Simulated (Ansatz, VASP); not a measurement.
## One calculation of WSe2, two programs

The input INCAR:

```
SYSTEM = WSe2
ALGO = Normal
DIPOL = 0.5 0.5 0.500
EDIFF = 1E-7
ENCUT = 520
GGA = PE
IDIPOL = 3
ISIF = 2
ISMEAR = 0
IVDW = 12
LASPH = .True.
LCHARG = .False.
LDIPOL = .True.
LREAL = .False.
LWAVE = .False.
NBANDS = 20
NELM = 80
PREC = Accurate
SIGMA = 0.02
```

Contents of KPOINTS:

```
k-points
0
Gamma
  9 9 1
  0 0 0
```

The input POSCAR:

```
WSe2
1.0
    3.3290000000      0.0000000000      0.0000000000
   -1.6645000000      2.8829985692      0.0000000000
    0.0000000000      0.0000000000     32.7373831004
Se W
2 1
Direct
    0.3333333333      0.6666666667      0.4476439520
    0.3333333333      0.6666666667      0.5523560480
    0.6666666667      0.3333333333      0.5000000000
```

Input for Ansatz:

```yaml
crystal:
  lattice:
    - [3.329, 0.0, 0.0]
    - [-1.6645, 2.8829985692, 0.0]
    - [0.0, 0.0, 32.7373831004]
  atoms:
    - { symbol: Se, position: [0.3333333333, 0.6666666667, 0.447643952] }
    - { symbol: W, position: [0.6666666667, 0.3333333333, 0.5] }
    - { symbol: Se, position: [0.3333333333, 0.6666666667, 0.552356048] }
  periodic: [true, true, false]
basis:
  ecutwfc: 420
kpoints:
  mp_grid: { grid: [9, 9, 1] }
hamiltonian:
  xc: pbe
  pseudopotentials: { kind: paw, azcp: { folder: soft_1 } }
  dispersion: d3bj
scf:
  occupations: { method: gaussian, width: 0.02 }
output:
  forces: true
  stress: true
  eigenvalues: true
```

Alike in both runs: task single point; functional PBE; dispersion D3(BJ); k mesh 9 × 9 × 1; occupations gaussian, width 0.02 eV; no spin polarisation.

```csv
,VASP,Ansatz
version,VASP 6.6.1,Ansatz 0.2.0
potentials or method,"VASP PAW PBE potentials, release 64 (Se, W_sv), cutoff 520 eV","scalar-relativistic, plane waves, PAW"
valence electrons in the cell,26,46
```

Ansatz gave:

* gap on the k mesh at the Fermi level (eV): 1.59
* least direct gap on the mesh (eV): 1.59
* rms of the force components (eV/Å): 0.347

**Question.** Which values does VASP return?

**Answer.** gap on the k mesh at the Fermi level (eV): 1.59; least direct gap on the mesh (eV): 1.59; rms of the force components (eV/Å): 0.328.

VASP's potentials hold 26 valence electrons a cell and Ansatz's 46, so a difference there can come from the potentials and not from the codes.

Spin-orbit coupling is off throughout.
